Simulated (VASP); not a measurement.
# TaN (P6/mmm) in VASP: a series of runs, part 2 of 2

VASP 6.6.1. The steps go on from the part before.

### 3 Single point, PBEsol

This run uses another cell than the first one, of 10.93 Å³/atom, 1.018 times its volume.

File INCAR:

```
PREC = Accurate
ENCUT = 520
EDIFF = 1E-6
ISMEAR = -1
SIGMA = 0.1
LREAL = F
LASPH = T
NELM = 100
ALGO = Normal
ISIF = 2
LWAVE = F
LCHARG = F
GGA = PS
NBANDS = 33
```

File KPOINTS:

```
regular mesh
0
Gamma
  8 8 12
```

File POSCAR:

```
TaN
1.0
    5.1910000000      0.0000000000      0.0000000000
   -2.5955000000      4.4955380000      0.0000000000
    0.0000000000      0.0000000000      2.8110666667
Ta N
3 3
Direct
    0.0000000000      0.0000000000      0.0000000000
    0.3333333333      0.6666666667      0.5000000000
    0.6666666667      0.3333333333      0.5000000000
    0.5000000000      0.0000000000      0.0000000000
    0.5000000000      0.5000000000      0.0000000000
    0.0000000000      0.5000000000      0.0000000000
```

Potentials or basis: VASP PAW PBE potentials, release 64 (Ta_pv, N).

Started as:

```console
cat potpaw_PBE.64/Ta_pv/POTCAR potpaw_PBE.64/N/POTCAR > POTCAR
mpirun -np 1 vasp_std > vasp.out
```

OUTCAR:

```text
PREC = Accurate
   ENCUT = 520
   EDIFF = 1E-6
   ISMEAR = -1
   LREAL = F
   LASPH = T
   NELM = 100
   ISIF = 2
   GGA = PS

 ion  position               nearest neighbor table
   1  0.000  0.000  0.000-   4 2.60   4 2.60   6 2.60   6 2.60   5 2.60   5 2.60   3 3.31   3 3.31
                             2 3.31   2 3.31   2 3.31   3 3.31   2 3.31   3 3.31   2 3.31   3 3.31
   2  0.333  0.667  0.500-   6 2.05   6 2.05   5 2.05   5 2.05   4 2.05   4 2.05   3 3.00   3 3.00
                             3 3.00   1 3.31   1 3.31   1 3.31   1 3.31   1 3.31   1 3.31
   3  0.667  0.333  0.500-   6 2.05   6 2.05   5 2.05   5 2.05   4 2.05   4 2.05   2 3.00   2 3.00
                             2 3.00   1 3.31   1 3.31   1 3.31   1 3.31   1 3.31   1 3.31
   4  0.500  0.000  0.000-   2 2.05   3 2.05   2 2.05   3 2.05   1 2.60   1 2.60
   5  0.500  0.500  0.000-   2 2.05   3 2.05   2 2.05   3 2.05   1 2.60   1 2.60
   6  0.000  0.500  0.000-   2 2.05   3 2.05   2 2.05   3 2.05   1 2.60   1 2.60

  LATTYP: Found a hexagonal cell.
 ALAT       =     5.1910000000
 C/A-ratio  =     0.5415270019

  Lattice vectors:

 A1 = (   5.1910000000,   0.0000000000,   0.0000000000)
 A2 = (  -2.5955000000,   4.4955380000,   0.0000000000)
 A3 = (   0.0000000000,   0.0000000000,   2.8110666667)

[... 181 lines left out ...]

 E-fermi :   8.3779     XC(G=0): -13.3637

 val. band max:        8.2914518864   @ k =   0.1250  -0.0000   0.2500
 cond. band min:       8.4445037080   @ k =   0.2500  -0.0000   0.2500
 fundamental gap:      0.1530518216
 Fermi energy:         8.3778538860

 k-point     1 :       0.0000    0.0000    0.0000
  band No.  band energies     occupation
      1     -27.7181      2.00000
      2     -27.7181      2.00000
      3     -27.3022      2.00000
      4     -27.3022      2.00000
      5     -26.9595      2.00000
      6     -26.9382      2.00000
[... 853 lines left out ...]
     32      11.9874      0.00000
     33      12.5417      0.00000

 [... further k-points ...]
[... 5 lines left out ...]
  --------------------------------------------------------------------------------------
  -------------------------------------------------------------------------------------
  Total        4.2388546      4.2388548     12.8665114      0.0000000      0.0000000     -0.0000000
  in kB      103.5273863    103.5273923    314.2443989      0.0000000      0.0000000     -0.0000000
  external PRESSURE =     173.7663925 kB  Pullay stress =       0.0000000 kB

 VOLUME and BASIS-vectors are now :
 -----------------------------------------------------------------------------
  energy-cutoff  :      520.00
  volume of cell :       65.60
      direct lattice vectors                 reciprocal lattice vectors
     5.191000000  0.000000000  0.000000000     0.192641110  0.111221393  0.000000000
    -2.595500000  4.495538000  0.000000000     0.000000000  0.222442787  0.000000000
     0.000000000  0.000000000  2.811066667     0.000000000  0.000000000  0.355736850

 POSITION                                       TOTAL-FORCE (eV/Angst)
 -----------------------------------------------------------------------------------
      0.00000      0.00000      0.00000         0.000000     -0.000000      0.000000
     -0.00000      2.99703      1.40553        -0.000000     -0.000000      0.000000
      2.59550      1.49851      1.40553         0.000000      0.000000      0.000000
      2.59550      0.00000      0.00000         0.000000     -0.000000      0.000000
      1.29775      2.24777      0.00000         0.000000     -0.000000      0.000000
     -1.29775      2.24777      0.00000         0.000000     -0.000000      0.000000
 -----------------------------------------------------------------------------------
    total drift:                               -0.000000      0.000000     -0.000000

  FREE ENERGIE OF THE ION-ELECTRON SYSTEM (eV)
  ---------------------------------------------------
  free  energy   TOTEN  =       -68.4928360967 eV

  energy  without entropy=      -68.4721001145  energy(sigma->0) =      -68.48246811
```

stdout:

```text
POSCAR found type information on POSCAR TaN
 POSCAR found :  2 types and       6 ions
 scaLAPACK will be used
 -----------------------------------------------------------------------------
|                                                                             |
|                                                                             |
|     You enforced a specific xc type in the INCAR file but a different       |
|     I HOPE YOU KNOW WHAT YOU ARE DOING!                                     |
|                                                                             |
 -----------------------------------------------------------------------------

 LDA part: xc-table for (Slater+PW92), standard interpolation
 POSCAR, INCAR and KPOINTS ok, starting setup
 FFT: planning ... GRIDC
 FFT: planning ... GRID_SOFT
 FFT: planning ... GRID
 WAVECAR not read
 entering main loop
```

Wall time 89 s (1 thread of Intel Xeon Platinum 8559C (Emerald Rapids), shared host); peak memory 0.26 GiB.

What came out:

- Free energy: -68.4928 eV
- Pressure: 17.4 GPa
- Band gap on the k mesh: zero (band 24 reaches 9.41 eV, above the bottom of band 25 at 6.95 eV)

Levels at points of the mesh, in eV from the Fermi level:
| k point | band 22 | band 23 | band 24 | band 25 | band 26 | band 27 |
| --- | --- | --- | --- | --- | --- | --- |
| (0.00, 0.00, 0.00) | -2.76 | -2.42 | -1.43 | -1.43 | 1.00 | 1.16 |
| (0.50, 0.00, 0.00) | -3.20 | -1.77 | -0.90 | 1.24 | 2.05 | 2.08 |
| (0.00, 0.00, 0.50) | -3.37 | -2.06 | 0.93 | 0.93 | 1.81 | 2.06 |
| (0.50, 0.00, 0.50) | -3.25 | -2.03 | -1.43 | 1.07 | 1.44 | 3.38 |

Caveat: the PAW data sets were made with another functional, which shifts forces and pressure a little; spin-orbit coupling is left out, which moves the levels of the heavy elements.

### 4 Single point, PBEsol

This run uses another cell than the first one, of 11.12 Å³/atom, 1.035 times its volume.

File INCAR:

```
  PREC = Accurate
  ENCUT = 520
  EDIFF = 1E-6
  ISMEAR = -1
  SIGMA = 0.1
  LREAL = F
  LASPH = T
  NELM = 80
  ALGO = Normal
  ISIF = 2
  LWAVE = F
  LCHARG = F
  GGA = PS
  NBANDS = 33
```

File KPOINTS:

```
Automatic mesh
0
Gamma
  8 8 12
```

Changes to POSCAR since step 3:

```diff
@@ -4,3 +4,3 @@
    -2.5955000000      4.4955380000      0.0000000000
-    0.0000000000      0.0000000000      2.8110666667
+    0.0000000000      0.0000000000      2.8595333333
 Ta N
```

Started as:

```console
cat potpaw_PBE.64/Ta_pv/POTCAR potpaw_PBE.64/N/POTCAR > POTCAR
mpirun -np 1 vasp_std > vasp.out
```

It took 85 s on 1 thread of Intel Xeon Platinum 8559C (Emerald Rapids), shared host; peak memory 0.26 GiB.

It converged, with:

* Free energy: -68.6581 eV
* Pressure: 9.2 GPa
* Band gap on the k mesh: zero (band 24 reaches 9.21 eV, above the bottom of band 25 at 6.86 eV)

Stress tensor (GPa, compression positive):
```
 6.07  0.00  0.00
 0.00  6.07  0.00
 0.00  0.00 15.43
```

Levels at points of the mesh, in eV from the Fermi level:
```tsv
k point	band 21	band 22	band 23	band 24	band 25	band 26	band 27	band 28
(0.00, 0.00, 0.00)	-3.06	-2.62	-2.25	-1.35	-1.35	0.97	0.97	1.11
(0.50, 0.00, 0.00)	-3.49	-3.05	-1.73	-0.79	1.28	1.94	1.96	2.49
(0.00, 0.00, 0.50)	-3.23	-3.23	-1.98	0.90	0.90	1.77	1.77	2.52
(0.50, 0.00, 0.50)	-3.48	-3.19	-2.10	-1.32	1.05	1.40	3.28	3.45
```

Caveat: the PAW data sets were made with another functional, which shifts forces and pressure a little; spin-orbit coupling is left out, which moves the levels of the heavy elements.

### 5 Single point, PBEsol

This run uses another cell than the first one, of 11.31 Å³/atom, 1.053 times its volume.

File INCAR:

```
SYSTEM = TaN
PREC = Accurate ; ENCUT = 520
EDIFF = 1E-6 ; ISMEAR = -1
SIGMA = 0.1 ; LREAL = .FALSE.
LASPH = .TRUE. ; NELM = 60
ALGO = Normal ; ISIF = 2
LWAVE = .FALSE. ; LCHARG = .FALSE.
GGA = PS ; NBANDS = 33
```

File KPOINTS:

```
regular mesh
0
G
  8 8 12
  0 0 0
```

Changes to POSCAR since step 4:

```diff
@@ -4,3 +4,3 @@
    -2.5955000000      4.4955380000      0.0000000000
-    0.0000000000      0.0000000000      2.8595333333
+    0.0000000000      0.0000000000      2.9080000000
 Ta N
```

Potentials or basis: VASP PAW PBE potentials, release 64 (Ta_pv, N).

Started as:

```console
cat potpaw_PBE.64/Ta_pv/POTCAR potpaw_PBE.64/N/POTCAR > POTCAR
mpirun -np 1 vasp_std > vasp.out
```

OUTCAR:

```text
SYSTEM = TaN
   PREC = Accurate
   ENCUT = 520
   EDIFF = 1E-6
   ISMEAR = -1
   LREAL = .FALSE.
   LASPH = .TRUE.
   NELM = 60
   ISIF = 2
   GGA = PS

 ion  position               nearest neighbor table
   1  0.000  0.000  0.000-   4 2.60   4 2.60   6 2.60   6 2.60   5 2.60   5 2.60   3 3.33   3 3.33
                             2 3.33   2 3.33   2 3.33   3 3.33   2 3.33   3 3.33   2 3.33   3 3.33
   2  0.333  0.667  0.500-   6 2.09   6 2.09   5 2.09   5 2.09   4 2.09   4 2.09   3 3.00   3 3.00
                             3 3.00   1 3.33   1 3.33   1 3.33   1 3.33   1 3.33   1 3.33
   3  0.667  0.333  0.500-   6 2.09   6 2.09   5 2.09   5 2.09   4 2.09   4 2.09   2 3.00   2 3.00
                             2 3.00   1 3.33   1 3.33   1 3.33   1 3.33   1 3.33   1 3.33
   4  0.500  0.000  0.000-   2 2.09   3 2.09   2 2.09   3 2.09   1 2.60   1 2.60
   5  0.500  0.500  0.000-   2 2.09   3 2.09   2 2.09   3 2.09   1 2.60   1 2.60
   6  0.000  0.500  0.000-   2 2.09   3 2.09   2 2.09   3 2.09   1 2.60   1 2.60

  LATTYP: Found a hexagonal cell.
 ALAT       =     5.1910000000
 C/A-ratio  =     0.5602003468

  Lattice vectors:

 A1 = (   5.1910000000,   0.0000000000,   0.0000000000)
 A2 = (  -2.5955000000,   4.4955380000,   0.0000000000)
[... 181 lines left out ...]

  energy without entropy =      -68.68929033  energy(sigma->0) =      -68.70317358

 E-fermi :   8.0320     XC(G=0): -13.1941

 val. band max:        8.0004369434   @ k =   0.1250   0.0000   0.2500
 cond. band min:       8.0458044636   @ k =   0.2500   0.0000   0.4167
 fundamental gap:      0.0453675202
 Fermi energy:         8.0319750908

 k-point     1 :       0.0000    0.0000    0.0000
  band No.  band energies     occupation
      1     -28.0973      2.00000
      2     -28.0973      2.00000
      3     -27.7088      2.00000
      4     -27.7088      2.00000
      5     -27.4862      2.00000
      6     -27.3814      2.00000
[... 853 lines left out ...]
     32      11.6180      0.00000
     33      12.1139      0.00000

 [... further k-points ...]
[... 5 lines left out ...]
  --------------------------------------------------------------------------------------
  -------------------------------------------------------------------------------------
  Total        0.9147760      0.9147761      0.5427368      0.0000000     -0.0000000      0.0000000
  in kB       21.5972396     21.5972408     12.8136461      0.0000000     -0.0000000      0.0000000
  external PRESSURE =      18.6693755 kB  Pullay stress =       0.0000000 kB

 VOLUME and BASIS-vectors are now :
 -----------------------------------------------------------------------------
  energy-cutoff  :      520.00
  volume of cell :       67.86
      direct lattice vectors                 reciprocal lattice vectors
     5.191000000  0.000000000  0.000000000     0.192641110  0.111221393  0.000000000
    -2.595500000  4.495538000  0.000000000     0.000000000  0.222442787  0.000000000
     0.000000000  0.000000000  2.908000000     0.000000000  0.000000000  0.343878955

 POSITION                                       TOTAL-FORCE (eV/Angst)
 -----------------------------------------------------------------------------------
      0.00000      0.00000      0.00000        -0.000000     -0.000000      0.000000
     -0.00000      2.99703      1.45400         0.000000     -0.000000     -0.000000
      2.59550      1.49851      1.45400        -0.000000      0.000000      0.000000
      2.59550      0.00000      0.00000        -0.000000     -0.000000      0.000000
      1.29775      2.24777      0.00000        -0.000000     -0.000000      0.000000
     -1.29775      2.24777      0.00000        -0.000000     -0.000000      0.000000
 -----------------------------------------------------------------------------------
    total drift:                               -0.000000      0.000000     -0.000000

  FREE ENERGIE OF THE ION-ELECTRON SYSTEM (eV)
  ---------------------------------------------------
  free  energy   TOTEN  =       -68.7170568398 eV

  energy  without entropy=      -68.6892903285  energy(sigma->0) =      -68.70317358
```

stdout:

```text
POSCAR found type information on POSCAR TaN
 POSCAR found :  2 types and       6 ions
 scaLAPACK will be used
 -----------------------------------------------------------------------------
|                                                                             |
|                                                                             |
|     You enforced a specific xc type in the INCAR file but a different       |
|     I HOPE YOU KNOW WHAT YOU ARE DOING!                                     |
|                                                                             |
 -----------------------------------------------------------------------------

 LDA part: xc-table for (Slater+PW92), standard interpolation
 POSCAR, INCAR and KPOINTS ok, starting setup
 FFT: planning ... GRIDC
 FFT: planning ... GRID_SOFT
 FFT: planning ... GRID
 WAVECAR not read
 entering main loop
```

Run time: 76 s. Hardware: 1 thread of Intel Xeon Platinum 8559C (Emerald Rapids), shared host; peak memory 0.26 GiB.

What came out:

* Free energy: -68.7171 eV
* Pressure: 1.9 GPa
* Band gap on the k mesh: zero (band 24 reaches 9.01 eV, above the bottom of band 25 at 6.76 eV)

Caveat: the PAW data sets were made with another functional, which shifts forces and pressure a little; spin-orbit coupling is left out, which moves the levels of the heavy elements.

### 6 Overview

```tsv
cell	gap on the mesh (eV)	pressure (GPa)
a = 5.191, b = 5.191, c = 2.763 Å, angles 90.0, 90.0, 120.0°, 6 atoms	none	26.5
a = 5.191, b = 5.191, c = 2.811 Å, angles 90.0, 90.0, 120.0°, 6 atoms	none	17.4
a = 5.191, b = 5.191, c = 2.860 Å, angles 90.0, 90.0, 120.0°, 6 atoms	none	9.2
a = 5.191, b = 5.191, c = 2.908 Å, angles 90.0, 90.0, 120.0°, 6 atoms	none	1.9
```

Alike in all rows: task single point; level PBEsol; potentials or basis VASP PAW PBE potentials, release 64 (Ta_pv, N); no spin polarisation; k mesh 8 × 8 × 12; cutoff (eV) 520; smearing fermi-dirac 0.1 eV.

Caveats: the PAW data sets were made with another functional, which shifts forces and pressure a little; spin-orbit coupling is left out, which moves the levels of the heavy elements.

Absolute energies hang on the potentials; compare differences alone.
